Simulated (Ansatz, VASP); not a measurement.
**One calculation of SrZr2O3, two programs**

```
Sr Zr O
1.0
    -2.47260    2.47260    4.59431
     2.47260   -2.47260    4.59431
     2.47260    2.47260   -4.59431
Sr Zr O
1 2 3
Direct
  0.50000 0.50000 0.00000
  0.50000 0.00000 0.50000
  0.00000 0.50000 0.50000
  0.73609 0.73609 0.00000
  0.26391 0.26391 0.00000
  0.00000 0.00000 0.00000
```

Alike in both runs: functional PBE; k mesh 3 × 3 × 3; occupations gaussian, width 0.15 eV; no spin polarisation.

Ansatz relaxed the structure, and its values are those at the end. VASP's run is a single point on that final structure, the one shown.

```csv
,VASP,Ansatz
version,VASP 6.6.1,Ansatz 0.2.0
potentials or method,"VASP PAW PBE potentials, release 64 (Sr_sv, Zr_sv, O), cutoff 600 eV","scalar-relativistic, plane waves, PAW"
valence electrons in the cell,52,52
```

```tsv
	VASP	Ansatz	Ansatz less VASP
gap on the k mesh at the Fermi level (eV)	none	none	-
pressure (GPa)	0.8	0.1	-0.76
rms of the force components (eV/Å)	0.062	0.010	-0.0518
```

A gap of «none» marks a metal or a gap that the smearing closes. The functional is the same, so the differences come from potentials, cutoffs and numerics.

The k mesh is coarse, so the values compare programs but aren't converged.
